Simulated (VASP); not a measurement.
# CrO2 (P4_2/mnm) in VASP: a series of runs

Runs on CrO2. Level: PBEsol. Tasks: single point.

Program: VASP 6.6.1. These are calculated values, not measurements. Logs are shortened: lines on timing, memory, paths and dates and some standing lists are left out, and cuts for length are marked.

### Step 1. The cell of the first run

It takes space group P4_2/mnm (No. 136, tetragonal). Conventional cell: a = 4.421 Å, b = 4.421 Å, c = 2.917 Å, α = 90.00°, β = 90.00°, γ = 90.00°. Within 2.5 Å of Cr (site symmetry mmm) lie 6 O at 1.88 to 1.92 Å. O (site symmetry m2m) has 3 Cr at 1.88 to 1.92 Å and 1 O at 2.49 Å within 2.5 Å.

### Step 2. Single point, PBEsol

File INCAR:

```
ALGO = Normal ; EDIFF = 1E-7
ENCUT = 520 ; GGA = PS
ISIF = 2 ; ISMEAR = -1
LASPH = T ; LCHARG = F
LREAL = F ; LWAVE = F
NBANDS = 33 ; NELM = 80
PREC = Accurate ; SIGMA = 0.05
```

File KPOINTS:

```
k-points
0
Gamma
  6 6 9
```

File POSCAR:

```
CrO2
1.0
    4.4210000000      0.0000000000      0.0000000000
    0.0000000000      4.4210000000      0.0000000000
    0.0000000000      0.0000000000      2.9170000000
Cr O
2 4
Direct
    0.5000000000      0.5000000000      0.5000000000
    0.0000000000      0.0000000000      0.0000000000
    0.8010000000      0.1990000000      0.5000000000
    0.6990000000      0.6990000000      0.0000000000
    0.1990000000      0.8010000000      0.5000000000
    0.3010000000      0.3010000000      0.0000000000
```

Potentials or basis: VASP PAW PBE potentials, release 64 (Cr_pv, O).

Launch:

```bash
cat potpaw_PBE.64/Cr_pv/POTCAR potpaw_PBE.64/O/POTCAR > POTCAR
mpirun -np 1 vasp_std > vasp.out
```

OUTCAR:

```text
EDIFF = 1E-7
   ENCUT = 520
   GGA = PS
   ISIF = 2
   ISMEAR = -1
   LASPH = T
   LREAL = F
   NELM = 80
   PREC = Accurate

 ion  position               nearest neighbor table
   1  0.500  0.500  0.500-   3 1.88   5 1.88   4 1.92   6 1.92   4 1.92   6 1.92
   2  0.000  0.000  0.000-   4 1.88   6 1.88   5 1.92   3 1.92   3 1.92   5 1.92
   3  0.801  0.199  0.500-   1 1.88   2 1.92   2 1.92
   4  0.699  0.699  0.000-   2 1.88   1 1.92   1 1.92
   5  0.199  0.801  0.500-   1 1.88   2 1.92   2 1.92
   6  0.301  0.301  0.000-   2 1.88   1 1.92   1 1.92

  LATTYP: Found a simple tetragonal cell.
 ALAT       =     4.4210000000
 C/A-ratio  =     0.6598054739

  Lattice vectors:

 A1 = (   4.4210000000,   0.0000000000,   0.0000000000)
 A2 = (   0.0000000000,   4.4210000000,   0.0000000000)
 A3 = (   0.0000000000,   0.0000000000,   2.9170000000)

Analysis of symmetry for initial positions (statically):
=====================================================================
 Subroutine PRICEL returns:
 Original cell was already a primitive cell.

 Routine SETGRP: Setting up the symmetry group for a
 simple tetragonal supercell.

 Subroutine GETGRP returns: Found 16 space group operations
 (whereof  8 operations were pure point group operations)
 out of a pool of 16 trial point group operations.

The static configuration has the point symmetry D_2h.
 The point group associated with its full space group is D_4h.

Analysis of symmetry for dynamics (positions and initial velocities):
=====================================================================
 Subroutine PRICEL returns:
 Original cell was already a primitive cell.

 Routine SETGRP: Setting up the symmetry group for a
 simple tetragonal supercell.

 Subroutine GETGRP returns: Found 16 space group operations
 (whereof  8 operations were pure point group operations)
 out of a pool of 16 trial point group operations.

The dynamic configuration has the point symmetry D_2h.
 The point group associated with its full space group is D_4h.

 Subroutine INISYM returns: Found 16 space group operations
 (whereof  8 operations are pure point group operations),
 and found     1 'primitive' translations

----------------------------------------------------------------------------------------

                                     Primitive cell

  volume of cell :      57.0135

  direct lattice vectors                    reciprocal lattice vectors
     4.421000000  0.000000000  0.000000000     0.226193169  0.000000000  0.000000000
     0.000000000  4.421000000  0.000000000     0.000000000  0.226193169  0.000000000
     0.000000000  0.000000000  2.917000000     0.000000000  0.000000000  0.342817964

  length of vectors
     4.421000000  4.421000000  2.917000000     0.226193169  0.226193169  0.342817964

  position of ions in fractional coordinates (direct lattice)
     0.500000000  0.500000000  0.500000000
     0.000000000  0.000000000  0.000000000
     0.801000000  0.199000000  0.500000000
     0.699000000  0.699000000  0.000000000
     0.199000000  0.801000000  0.500000000
     0.301000000  0.301000000  0.000000000

  ion indices of the primitive-cell ions
   primitive index   ion index
                 1           1
                 2           2
                 3           3
                 4           4
                 5           5
                 6           6

----------------------------------------------------------------------------------------

 KPOINTS: k-points

Automatic generation of k-mesh.
 Grid dimensions read from file:
 generate k-points for:    6    6    9

 Generating k-lattice:

  Cartesian coordinates                     Fractional coordinates (reciprocal lattice)
     0.037698861  0.000000000  0.000000000     0.166666667  0.000000000  0.000000000
     0.000000000  0.037698861  0.000000000     0.000000000  0.166666667  0.000000000
     0.000000000  0.000000000  0.038090885     0.000000000  0.000000000  0.111111111

  Length of vectors
     0.037698861  0.037698861  0.038090885

  Shift w.r.t. Gamma in fractional coordinates (k-lattice)
     0.000000000  0.000000000  0.000000000

 Subroutine IBZKPT returns following result:
 ===========================================

 Found     50 irreducible k-points:

 Following reciprocal coordinates:
            Coordinates               Weight
  0.000000  0.000000  0.000000      1.000000
  0.166667  0.000000  0.000000      4.000000
  0.333333  0.000000  0.000000      4.000000
  0.500000  0.000000  0.000000      2.000000
  0.166667  0.166667  0.000000      4.000000
  0.333333  0.166667  0.000000      8.000000
[... 16 lines left out ...]
  0.333333  0.000000  0.222222      8.000000
  0.500000  0.000000  0.222222      4.000000
 [... further k-points ...]
   k-points           NKPTS =     50   k-points in BZ     NKDIM =     50   number of bands    NBANDS=     33
   number of dos      NEDOS =    301   number of ions     NIONS =      6
   total plane-waves  NPLWV =  31104
   dimension x,y,z NGX =    36 NGY =   36 NGZ =   24
   dimension x,y,z NGXF=    72 NGYF=   72 NGZF=   48
   ions per type =               2   4
   NGX,Y,Z   is equivalent  to a cutoff of  13.54, 13.54, 13.68 a.u.
   NGXF,Y,Z  is equivalent  to a cutoff of  27.07, 27.07, 27.36 a.u.
 SYSTEM =  unknown system
   PREC   = accura    normal or accurate (medium, high low for compatibility)
   ISTART =      0    job   : 0-new  1-cont  2-samecut
   ICHARG =      2    charge: 1-file 2-atom 10-const
   ISPIN  =      1    spin polarized calculation?
   LNONCOLLINEAR =      F non collinear calculations
   LSORBIT =      F    spin-orbit coupling
   LASPH  =      T    aspherical Exc in radial PAW
   ENCUT  =  520.0 eV  38.22 Ry    6.18 a.u.   8.22  8.22  5.42*2*pi/ulx,y,z
   NELM   =     80;   NELMIN=  2; NELMDL= -5     # of ELM steps
   EDIFF  = 0.1E-06   stopping-criterion for ELM
   LREAL  =      F    real-space projection
   EDIFFG = 0.1E-05   stopping-criterion for IOM
   NSW    =      0    number of steps for IOM
   IBRION =     -1    ionic relax: 0-MD 1-quasi-New 2-CG
   NFREE  =      0    steps in history (QN), initial steepest desc. (CG)
   ISIF   =      2    stress and relaxation
   ISYM   =      2    0-nonsym 1-usesym 2-fastsym
   POTIM  = 0.5000    time-step for ionic-motion
   TEBEG  =    0.0;   TEEND  =   0.0 temperature during run
   PSTRESS=    0.0 pullay stress
   NELECT =      48.0000    total number of electrons
   NUPDOWN=      -1.0000    fix difference up-down
   EMIN   =  10.00;   EMAX   =-10.00  energy-range for DOS
   EFERMI =   0.00;   METHOD = LEGACY
   ISMEAR =    -1;   SIGMA  =   0.05  broadening in eV -4-tet -1-fermi 0-gaus
   EFERMI_NEDOS =   21; number of points for ismear=-14 and -15
   IALGO  =     38    algorithm
   IMIX   =      4    mixing-type and parameters
     AMIX     =   0.40;   BMIX     =  1.00
     AMIX_MAG =   1.60;   BMIX_MAG =  1.00
  volume/ion in A,a.u.               =       9.50        64.12
  Fermi-wavevector in a.u.,A,eV,Ry     =   1.545834  2.921202 32.512505  2.389602
  Thomas-Fermi vector in A             =   2.651156
   LORBIT       =      0    0 simple, 1 ext, 2 COOP (PROOUT), +10 PAW based schemes
   GGA     = PS    functional components
   LHFCALC =     F    Hartree Fock is set to
   AEXX    =    0.0000 exact exchange contribution
   IVDW    =     0    specifies the selected vdW correction
   LEPSILON=     F    determine dielectric tensor
   LRPA    =     F    only Hartree local field effects (RPA)
 non-spin polarized calculation
  energy-cutoff  :      520.00
  volume of cell :       57.01
 maximum number of plane-waves:      1567
 NGX is ok and might be reduce to    36
   NGX = 17   NGY = 17   NGZ = 11

 number of electron      48.0000028 magnetization

 Free energy of the ion-electron system (eV)
  ---------------------------------------------------
  ext. energy  EPLUGINS =         0.00000000
  ---------------------------------------------------
  free energy    TOTEN  =       -51.94217559 eV

  energy without entropy =      -51.87230893  energy(sigma->0) =      -51.90724226

 E-fermi :   5.8148     XC(G=0): -12.2391

 val. band max:        5.8047237244   @ k =   0.3333   0.1667   0.1111
 cond. band min:       5.8161967780   @ k =   0.0000   0.0000   0.2222
 fundamental gap:      0.0114730535
 Fermi energy:         5.8147840257

 k-point     1 :       0.0000    0.0000    0.0000
  band No.  band energies     occupation
      1     -38.2077      2.00000
      2     -38.1921      2.00000
      3     -38.1815      2.00000
      4     -38.1815      2.00000
      5     -38.1187      2.00000
      6     -38.1187      2.00000
[... 25 lines left out ...]
     32      10.7515      0.00000
     33      11.6437      0.00000

 k-point     2 :       0.1667    0.0000    0.0000
  band No.  band energies     occupation
      1     -38.2066      2.00000
      2     -38.1932      2.00000
      3     -38.1786      2.00000
      4     -38.1784      2.00000
      5     -38.1221      2.00000
      6     -38.1219      2.00000
[... 25 lines left out ...]
     32      10.5878      0.00000
     33      11.6444      0.00000

 k-point     3 :       0.3333    0.0000    0.0000
  band No.  band energies     occupation
      1     -38.2038      2.00000
      2     -38.1960      2.00000
      3     -38.1711      2.00000
      4     -38.1706      2.00000
      5     -38.1303      2.00000
      6     -38.1297      2.00000
[... 25 lines left out ...]
     32      10.1007      0.00000
     33      11.6450      0.00000

 k-point     4 :       0.5000    0.0000    0.0000
  band No.  band energies     occupation
      1     -38.1998      2.00000
      2     -38.1998      2.00000
      3     -38.1656      2.00000
      4     -38.1656      2.00000
      5     -38.1355      2.00000
      6     -38.1355      2.00000
[... 673 lines left out ...]
     32      10.1518      0.00000
     33      11.6452      0.00000

 k-point    23 :       0.3333    0.0000    0.2222
  band No.  band energies     occupation
      1     -38.2752      2.00000
      2     -38.2694      2.00000
      3     -38.1618      2.00000
      4     -38.1616      2.00000
      5     -38.1197      2.00000
      6     -38.1196      2.00000
[... 25 lines left out ...]
     32      10.1165      0.00000
     33      11.6454      0.00000

 k-point    24 :       0.5000    0.0000    0.2222
  band No.  band energies     occupation
      1     -38.2727      2.00000
      2     -38.2727      2.00000
      3     -38.1586      2.00000
      4     -38.1586      2.00000
      5     -38.1225      2.00000
      6     -38.1225      2.00000
[... 25 lines left out ...]
     32       9.7474      0.00000
     33      11.6456      0.00000

 [... further k-points ...]
[... 5 lines left out ...]
  --------------------------------------------------------------------------------------
  -------------------------------------------------------------------------------------
  Total       -1.9749784     -1.9749784    -10.1416580     -0.0000000      0.0000000      0.0000000
  in kB      -55.5003196    -55.5003196   -284.9981778     -0.0000000      0.0000000      0.0000000
  external PRESSURE =    -131.9996056 kB  Pullay stress =       0.0000000 kB

 VOLUME and BASIS-vectors are now :
 -----------------------------------------------------------------------------
  energy-cutoff  :      520.00
  volume of cell :       57.01
      direct lattice vectors                 reciprocal lattice vectors
     4.421000000  0.000000000  0.000000000     0.226193169  0.000000000  0.000000000
     0.000000000  4.421000000  0.000000000     0.000000000  0.226193169  0.000000000
     0.000000000  0.000000000  2.917000000     0.000000000  0.000000000  0.342817964

 POSITION                                       TOTAL-FORCE (eV/Angst)
 -----------------------------------------------------------------------------------
      2.21050      2.21050      1.45850         0.000000     -0.000000      0.000000
      0.00000      0.00000      0.00000         0.000000     -0.000000      0.000000
      3.54122      0.87978      1.45850        -0.153155      0.153155     -0.000000
      3.09028      3.09028      0.00000         0.153155      0.153155     -0.000000
      0.87978      3.54122      1.45850         0.153155     -0.153155      0.000000
      1.33072      1.33072      0.00000        -0.153155     -0.153155      0.000000
 -----------------------------------------------------------------------------------
    total drift:                                0.000000      0.000000      0.000000

  FREE ENERGIE OF THE ION-ELECTRON SYSTEM (eV)
  ---------------------------------------------------
  free  energy   TOTEN  =       -51.9421755926 eV

  energy  without entropy=      -51.8723089337  energy(sigma->0) =      -51.90724226
```

It took 1.7 min on 1 thread of Intel Xeon Platinum 8375C at 2.90GHz (Ice Lake), shared host; peak memory 0.22 GiB.

What came out:

| Item | Value |
| --- | --- |
| Free energy | -51.9422 eV |
| Pressure | -13.2 GPa |
| Largest force | 0.217 eV/Å |
| Band gap on the k mesh | zero (band 24 reaches 6.05 eV, above the bottom of band 25 at 5.38 eV) |

Forces in eV/Å, atoms in the order of the input:
```
Cr   0.000  0.000  0.000
Cr   0.000  0.000  0.000
O   -0.153  0.153  0.000
O    0.153  0.153  0.000
O    0.153 -0.153  0.000
O   -0.153 -0.153  0.000
```

Stress tensor (GPa, compression positive):
```
 -5.55   0.00   0.00
  0.00  -5.55   0.00
  0.00   0.00 -28.50
```

Levels at points of the mesh, in eV from the Fermi level:
```
           k point  band 20  band 21  band 22  band 23  band 24  band 25  band 26  band 27  band 28  band 29
(0.00, 0.00, 0.00)    -1.68    -1.68    -1.18    -0.78    -0.55    -0.41    -0.40    -0.40     1.62     1.79
(0.50, 0.00, 0.00)    -3.43    -2.02    -2.02    -0.12    -0.12     0.31     0.31     0.87     0.87     3.33
(0.50, 0.50, 0.00)    -2.93    -2.58    -2.58    -0.75    -0.75    -0.38    -0.38     1.28     1.28     3.08
```

Caveat: the PAW data sets were made with another functional, which shifts forces and pressure a little; the run has no spin polarisation, though such a crystal can be magnetic; semilocal functionals often make such compounds metallic where correlation or magnetic order opens a gap, which also shifts bond lengths.

### Step 3. Single point, PBEsol, collinear spin, ferromagnetic start

File INCAR:

```
SYSTEM = CrO2
  PREC = Accurate
  ENCUT = 520
  EDIFF = 1E-6
  ISMEAR = -1
  SIGMA = 0.05
  LREAL = .False.
  LASPH = .True.
  NELM = 150
  ALGO = Normal
  ISIF = 2
  LWAVE = .False.
  LCHARG = .False.
  ISPIN = 2
  MAGMOM = 1.62 1.3 0 0 0 0
  LORBIT = 11
  LMAXMIX = 4
  GGA = PS
  NBANDS = 37
```

File KPOINTS:

```
regular mesh
0
Gamma
  6 6 9
  0 0 0
```

POSCAR is that of step 2.

Potentials or basis: VASP PAW PBE potentials, release 64 (Cr_pv, O).

Launch:

```bash
cat potpaw_PBE.64/Cr_pv/POTCAR potpaw_PBE.64/O/POTCAR > POTCAR
mpirun -np 1 vasp_std > vasp.out
```

Wall time 9.3 min (1 thread of AMD EPYC 7R13, shared host); peak memory 0.29 GiB.

Results (log left out):

| Property | Result |
| --- | --- |
| Free energy | -53.0175 eV |
| Pressure | -5.9 GPa |
| Largest force | 0.329 eV/Å |
| Band gap on the k mesh | zero (filled and empty bands overlap) |
| Net moment | 4.00 μB per cell |
| Site moments | Cr +2.08; O -0.07 μB |
| Valence electrons inside the program's atomic spheres | Cr 10.87; O 5.01 |

Forces in eV/Å, atoms in the order of the input:
```
Cr   0.000  0.000  0.000
Cr   0.000  0.000  0.000
O    0.232 -0.232  0.000
O   -0.232 -0.232  0.000
O   -0.232  0.232  0.000
O    0.232  0.232  0.000
```

Stress tensor (GPa, compression positive):
```
-5.12  0.00  0.00
 0.00 -5.12  0.00
 0.00  0.00 -7.39
```

Levels at points of the mesh, in eV from the Fermi level:
Spin up:
| k point | band 22 | band 23 | band 24 | band 25 | band 26 | band 27 | band 28 | band 29 | band 30 | band 31 |
| --- | --- | --- | --- | --- | --- | --- | --- | --- | --- | --- |
| (0.00, 0.00, 0.00) | -1.27 | -1.27 | -1.18 | -1.15 | -1.15 | -0.66 | 1.09 | 1.19 | 3.64 | 3.64 |
| (0.50, 0.00, 0.00) | -1.64 | -0.81 | -0.81 | -0.28 | -0.28 | 0.31 | 0.31 | 3.30 | 3.30 | 3.30 |
| (0.50, 0.50, 0.00) | -2.22 | -1.52 | -1.52 | -1.13 | -1.13 | 0.89 | 0.89 | 2.72 | 2.72 | 3.62 |
Spin down:
```tsv
k point	band 19	band 20	band 21	band 22	band 23	band 24	band 25	band 26
(0.00, 0.00, 0.00)	-1.73	-1.40	-1.40	-0.92	0.80	0.81	1.08	1.09
(0.50, 0.00, 0.00)	-2.95	-2.95	-1.74	-1.74	1.45	1.45	1.73	1.73
(0.50, 0.50, 0.00)	-2.58	-2.58	-2.28	-2.28	0.82	0.82	1.11	1.11
```

Caveat: the PAW data sets were made with another functional, which shifts forces and pressure a little; semilocal functionals often make such compounds metallic where correlation or magnetic order opens a gap, which also shifts bond lengths; only a ferromagnetic start was run, and an antiferromagnetic order may lie lower in energy. With open d or f shells a metallic result of PBEsol can be an artefact of self-interaction; +U or a hybrid may open a gap.
